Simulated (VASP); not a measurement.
# Mg27HO26 (a cell with a defect) in VASP: notebook, part 2 of 2

VASP 6.6.1. Earlier steps stand in the parts before.

### 3 Relaxation of the atoms, PBE, collinear spin

Contents of INCAR:

```
PREC     = Accurate       # precision mode
ENCUT    = 520            # plane-wave cutoff, eV
EDIFF    = 1E-7           # SCF threshold, eV
ISMEAR   = 0              # smearing method
SIGMA    = 0.01           # smearing width, eV
LREAL    = Auto         
LASPH    = True           # aspherical terms in the spheres
NELM     = 200            # most SCF steps
ALGO     = Normal         # electronic algorithm
ISIF     = 2              # what is computed and relaxed
LWAVE    = False          # write WAVECAR
LCHARG   = False          # write CHGCAR
ISPIN    = 2              # spin polarisation
MAGMOM   = 0.01 0.01 0.01 0.01 0.01 0.01 0.01 0.01 0.01 0.01 0.01 0.01 0.01 0.01 0.01 0.01 0.01 0.01 0.01 0.01 0.01 0.01 0.01 0.01 0.01 0.01 0.01 0.01 0.01 0.01 0.01 0.01 0.01 0.01 0.01 0.01 0.01 0.01 0.01 0.01 0.01 0.01 0.01 0.01 0.01 0.01 0.01 0.01 0.01 0.01 0.01 0.01 0.01 0.03 # initial moments
LORBIT   = 11             # projections on sites
NUPDOWN  = 1.0            # fixed moment
GGA      = PE             # functional
IBRION   = 2              # ionic algorithm
NSW      = 100            # ionic steps
EDIFFG   = -0.03          # ionic threshold
GGA_COMPAT= False        
NELMIN   = 4            
ISYM     = -1           
KPAR     = 1
```

Contents of KPOINTS:

```
explicit points
1
Reciprocal
  0.25000000   0.25000000   0.25000000 1
```

Contents of POSCAR:

```
Mg27HO26
1.0
    0.0000000000      6.3815718500      6.3815718500
    6.3815718500      0.0000000000      6.3815718500
    6.3815718500      6.3815718500      0.0000000000
Mg O H
27 26 1
Direct
    0.0000000000      0.0000000000      0.0000000000
    0.0000000000      0.0000000000      0.3333333300
    0.0000000000      0.0000000000      0.6666666700
    0.0000000000      0.3333333300      0.0000000000
    0.0000000000      0.3333333300      0.3333333300
    0.0000000000      0.3333333300      0.6666666700
    0.0000000000      0.6666666700      0.0000000000
    0.0000000000      0.6666666700      0.3333333300
    0.0000000000      0.6666666700      0.6666666700
    0.3333333300      0.0000000000      0.0000000000
    0.3333333300      0.0000000000      0.3333333300
    0.3333333300      0.0000000000      0.6666666700
    0.3333333300      0.3333333300      0.0000000000
    0.3333333300      0.3333333300      0.3333333300
    0.3333333300      0.3333333300      0.6666666700
    0.3333333300      0.6666666700      0.0000000000
    0.3333333300      0.6666666700      0.3333333300
    0.3333333300      0.6666666700      0.6666666700
    0.6666666700      0.0000000000      0.0000000000
    0.6666666700      0.0000000000      0.3333333300
    0.6666666700      0.0000000000      0.6666666700
    0.6666666700      0.3333333300      0.0000000000
    0.6666666700      0.3333333300      0.3333333300
    0.6666666700      0.3333333300      0.6666666700
    0.6666666700      0.6666666700      0.0000000000
    0.6666666700      0.6666666700      0.3333333300
    0.6666666700      0.6666666700      0.6666666700
    0.1666666700      0.1666666700      0.1666666700
    0.1666666700      0.1666666700      0.5000000000
    0.1666666700      0.1666666700      0.8333333300
    0.1666666700      0.5000000000      0.1666666700
    0.1666666700      0.5000000000      0.5000000000
    0.1666666700      0.5000000000      0.8333333300
    0.1666666700      0.8333333300      0.1666666700
    0.1666666700      0.8333333300      0.5000000000
    0.1666666700      0.8333333300      0.8333333300
    0.5000000000      0.1666666700      0.1666666700
    0.5000000000      0.1666666700      0.5000000000
    0.5000000000      0.1666666700      0.8333333300
    0.5000000000      0.5000000000      0.1666666700
    0.5000000000      0.5000000000      0.8333333300
    0.5000000000      0.8333333300      0.1666666700
    0.5000000000      0.8333333300      0.5000000000
    0.5000000000      0.8333333300      0.8333333300
    0.8333333300      0.1666666700      0.1666666700
    0.8333333300      0.1666666700      0.5000000000
    0.8333333300      0.1666666700      0.8333333300
    0.8333333300      0.5000000000      0.1666666700
    0.8333333300      0.5000000000      0.5000000000
    0.8333333300      0.5000000000      0.8333333300
    0.8333333300      0.8333333300      0.1666666700
    0.8333333300      0.8333333300      0.5000000000
    0.8333333300      0.8333333300      0.8333333300
    0.5000000000      0.5000000000      0.5000000000
```

Potentials or basis: VASP PAW PBE potentials, release 64 (Mg, O, H).

On the command line:

```bash
$ cat potpaw_PBE.64/Mg/POTCAR potpaw_PBE.64/O/POTCAR potpaw_PBE.64/H/POTCAR > POTCAR
$ mpirun -np 4 vasp_std > vasp.out
```

Run time: 5 min. Hardware: 4 MPI ranks of Intel Xeon 6975P-C (Granite Rapids), shared host; peak memory 0.43 GiB.

Results (log left out):

- Free energy: -311.7426 eV
- Energy gained by relaxing: 9.2 meV/atom
- Ionic steps: 6
- Pressure after relaxing: 2.3 GPa
- Largest force after relaxing: 0.021 eV/Å
- Net moment: 1.00 μB per cell
- Valence electrons inside the program's atomic spheres: Mg 0.40, 0.39 (each value once); O 5.09, 5.10, 5.08 (each value once); H 0.56

Forces in eV/Å, atoms in the order of the input:
```
Mg   0.000  0.000  0.000
Mg  -0.013 -0.013  0.004
Mg   0.013  0.013 -0.004
Mg  -0.013  0.004 -0.013
Mg  -0.002 -0.003 -0.003
Mg   0.000  0.014 -0.014
Mg   0.013 -0.004  0.013
Mg   0.000 -0.014  0.014
Mg   0.002  0.003  0.003
Mg   0.004 -0.013 -0.013
Mg  -0.003 -0.002 -0.003
Mg   0.014  0.000 -0.014
Mg  -0.003 -0.003 -0.002
Mg  -0.007 -0.007 -0.007
Mg   0.010  0.010 -0.015
Mg   0.014 -0.014  0.000
Mg   0.010 -0.015  0.010
Mg   0.015 -0.010 -0.010
Mg  -0.004  0.013  0.013
Mg  -0.014  0.000  0.014
Mg   0.003  0.002  0.003
Mg  -0.014  0.014  0.000
Mg  -0.015  0.010  0.010
Mg  -0.010  0.015 -0.010
Mg   0.003  0.003  0.002
Mg  -0.010 -0.010  0.015
Mg   0.007  0.007  0.007
O    0.002  0.002  0.002
O   -0.006 -0.006  0.001
O   -0.001 -0.001  0.010
O   -0.006  0.001 -0.006
O   -0.004  0.011  0.011
O    0.012  0.000 -0.012
O   -0.001  0.010 -0.001
O    0.012 -0.012  0.000
O   -0.010  0.001  0.001
O    0.001 -0.006 -0.006
O    0.011 -0.004  0.011
O    0.000  0.012 -0.012
O    0.011  0.011 -0.004
O   -0.011 -0.011  0.004
O    0.000 -0.012  0.012
O   -0.011  0.004 -0.011
O   -0.001  0.006  0.006
O    0.010 -0.001 -0.001
O   -0.012  0.012  0.000
O    0.001 -0.010  0.001
O   -0.012  0.000  0.012
O    0.004 -0.011 -0.011
O    0.006 -0.001  0.006
O    0.001  0.001 -0.010
O    0.006  0.006 -0.001
O   -0.002 -0.002 -0.002
H    0.000  0.000  0.000
```

Stress tensor (GPa, compression positive):
```
 2.31 -0.27 -0.27
-0.27  2.31 -0.27
-0.27 -0.27  2.31
```

Step by step:
```tsv
step	energy change (eV)	largest force (eV/Å)	pressure (GPa)
1	0.0000	1.3490	1.56
2	-0.4305	0.3772	2.15
3	-0.4405	0.2971	2.25
4	-0.4923	0.0866	2.31
5	-0.4931	0.0873	2.33
6	-0.4965	0.0210	2.31
```

Final structure:
```xyz
54
Lattice="0.0000 6.3816 6.3816 6.3816 0.0000 6.3816 6.3816 6.3816 0.0000" Properties=species:S:1:pos:R:3 pbc="T T T"
Mg   12.7631    6.3816    6.3816
Mg    8.5059    8.5059   12.7625
Mg    4.2573    4.2573    0.0006
Mg    8.5059   12.7625    8.5059
Mg    4.2538    2.1302    2.1302
Mg    6.3816   10.6369    8.5078
Mg    4.2573    0.0006    4.2573
Mg    6.3816    2.1262    4.2554
Mg    8.5093   10.6330   10.6330
Mg   12.7625    8.5059    8.5059
Mg    2.1302    4.2538    2.1302
Mg   10.6369    6.3816    8.5078
Mg    2.1302    2.1302    4.2538
Mg    4.2525    4.2525    4.2525
Mg    6.3767    6.3767    4.1611
Mg    4.2554    2.1262    6.3816
Mg    6.3767    4.1611    6.3767
Mg    8.6021    6.3865    6.3865
Mg    0.0006    4.2573    4.2573
Mg    2.1262    6.3816    4.2554
Mg   10.6330    8.5093   10.6330
Mg    2.1262    4.2554    6.3816
Mg    4.1611    6.3767    6.3767
Mg    6.3865    8.6021    6.3865
Mg   10.6330   10.6330    8.5093
Mg    6.3865    6.3865    8.6021
Mg    8.5106    8.5106    8.5106
O     2.1251    2.1251    2.1251
O     4.2552    4.2552    2.1227
O     6.3822    6.3822    2.1159
O     4.2552    2.1227    4.2552
O     6.3824    4.2739    4.2739
O     8.4853    6.3816    4.2778
O     6.3822    2.1159    6.3822
O     8.4853    4.2778    6.3816
O    10.6472    6.3809    6.3809
O     2.1227    4.2552    4.2552
O     4.2739    6.3824    4.2739
O     6.3816    8.4853    4.2778
O     4.2739    4.2739    6.3824
O     8.4893    8.4893    6.3808
O     6.3816    4.2778    8.4853
O     8.4893    6.3808    8.4893
O    10.6405    8.5080    8.5080
O     2.1159    6.3822    6.3822
O     4.2778    8.4853    6.3816
O     6.3809   10.6472    6.3809
O     4.2778    6.3816    8.4853
O     6.3808    8.4893    8.4893
O     8.5080   10.6405    8.5080
O     6.3809    6.3809   10.6472
O     8.5080    8.5080   10.6405
O    10.6380   10.6380   10.6380
H     6.3816    6.3816    6.3816
```

Caveat: the total moment is fixed, so each spin has its own Fermi level and the state may be an excited one.
